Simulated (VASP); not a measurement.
SiC, 8 atoms in the cell. The typed cell holds 8 atoms: a = 3.098 Å, b = 5.070 Å, c = 5.350 Å, α = 89.99°, β = 90.01°, γ = 89.99°. 

* Program: VASP 6.6.1
* Task: single point
* Functional: PBE
* Potentials or basis: VASP PAW PBE potentials, release 64 (Si, C)
* Cutoff: 520 eV
* k mesh: 4 × 4 × 4
* Occupations: gaussian, width 0.1 eV
* Spin: no spin polarisation
* Dipole correction: no
* Further INCAR settings: ALGO = Normal; EDIFF = 1e-06; NBANDS = 26

Potentials or basis: VASP PAW PBE potentials, release 64 (Si, C).

Launch:

```console
$ cat potpaw_PBE.64/Si/POTCAR potpaw_PBE.64/C/POTCAR > POTCAR
$ mpirun -np 1 vasp_std > vasp.out
```

Hardware: 1 thread of Intel Xeon 8259CL, on a shared host.

**Question.** Estimate the wall time of this run.

**Answer.** It took 100 s on 1 thread of Intel Xeon 8259CL (shared host), peak memory 0.21 GiB. Counts: scf iterations 14, k points 36.
